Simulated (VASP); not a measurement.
Al3BP2:

```
Al B P
1.0
     5.77903    0.00000    0.00000
    -2.88952    5.00479    0.00000
     0.00000    0.00000    3.02459
Al B P
3 1 2
Direct
  0.50000 0.00000 0.50000
  0.50000 0.50000 0.50000
  0.00000 0.50000 0.50000
  0.00000 0.00000 0.00000
  0.33333 0.66667 0.00000
  0.66667 0.33333 0.00000
```

| Item | Value |
| --- | --- |
| Program | VASP 6.6.1 |
| Task | relaxation of cell and atoms |
| Functional | PBE |
| Potentials or basis | VASP PAW PBE potentials, release 64 (Al, B, P) |
| Cutoff | 600 eV |
| k mesh | 3 × 3 × 6 |
| Occupations | gaussian, width 0.1 eV |
| Spin | no spin polarisation |

At the start: pressure 29.0 GPa; volume 14.58 Å³/atom.

Problem. How do energy, volume and symmetry change on relaxing?

Solution. Over 6 steps the energy falls by 300.1 meV/atom and the volume is 18.31 Å³/atom (+25.6 %); space group P6/mmm (No. 191, to 0.05 Å).

Step by step:
```csv
step,energy change (eV),largest force (eV/Å),pressure (GPa),volume (Å³)
1,0.0000,0.0000,29.03,87.48
2,-1.2431,0.0000,-7.14,124.99
3,-1.7717,0.0000,0.49,108.33
4,-1.7717,0.0000,0.82,107.88
5,-1.7975,0.0000,0.29,109.24
6,-1.8007,0.0000,0.09,109.87
```

Final structure:
```yaml
crystal:
  lattice:
    - [6.17110, 0.00000, 0.00000]
    - [-3.08555, 5.34433, 0.00000]
    - [0.00000, 0.00000, 3.33146]
  atoms:
    - { symbol: Al, position: [0.50000, 0.00000, 0.50000] }
    - { symbol: Al, position: [0.50000, 0.50000, 0.50000] }
    - { symbol: Al, position: [0.00000, 0.50000, 0.50000] }
    - { symbol: B, position: [0.00000, 0.00000, 0.00000] }
    - { symbol: P, position: [0.33333, 0.66667, 0.00000] }
    - { symbol: P, position: [0.66667, 0.33333, 0.00000] }
```

Caveat: the k points lie up to 0.39 Å⁻¹ apart in the final cell; the volume moved by over 15 % at a fixed basis, so the end points are rough.
